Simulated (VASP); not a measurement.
A run of VASP 6.6.1:

Contents of INCAR:

```
SYSTEM = Sr2ZnWF6
PREC = Accurate ; ENCUT = 520
EDIFF = 1E-7 ; ISMEAR = -1
SIGMA = 0.1 ; LREAL = .False.
LASPH = .True. ; NELM = 100
ALGO = Normal ; ISIF = 2
LWAVE = .False. ; LCHARG = .True.
GGA = PE ; LELF = .True.
LVHAR = .True. ; NBANDS = 55
```

File KPOINTS:

```
Automatic mesh
0
Gamma
  4 4 4
  0 0 0
```

File POSCAR:

```
Sr2ZnWF6
1.0
    0.0000000000      4.2049810000      4.2049810000
    4.2049810000      0.0000000000      4.2049810000
    4.2049810000      4.2049810000      0.0000000000
Zn W F Sr
1 1 6 2
Direct
    0.5000000000      0.5000000000      0.5000000000
    0.0000000000      0.0000000000      0.0000000000
    0.7250000000      0.2750000000      0.2750000000
    0.2750000000      0.7250000000      0.2750000000
    0.2750000000      0.7250000000      0.7250000000
    0.7250000000      0.2750000000      0.7250000000
    0.2750000000      0.2750000000      0.7250000000
    0.7250000000      0.7250000000      0.2750000000
    0.2500000000      0.2500000000      0.2500000000
    0.7500000000      0.7500000000      0.7500000000
```

Potentials or basis: VASP PAW PBE potentials, release 64 (Zn, W_sv, F, Sr_sv).

Command:

```sh
$ cat potpaw_PBE.64/Zn/POTCAR potpaw_PBE.64/W_sv/POTCAR potpaw_PBE.64/F/POTCAR potpaw_PBE.64/Sr_sv/POTCAR > POTCAR
$ mpirun -np 1 vasp_std > vasp.out
```

Hardware: 1 thread of Intel Xeon 8259CL, on a shared host.

Question: How long does it take, and how much memory?

Answer: Wall time 3.6 min on 1 thread of Intel Xeon 8259CL (shared host), peak memory 0.36 GiB. Counts: scf iterations 17, k points 8.
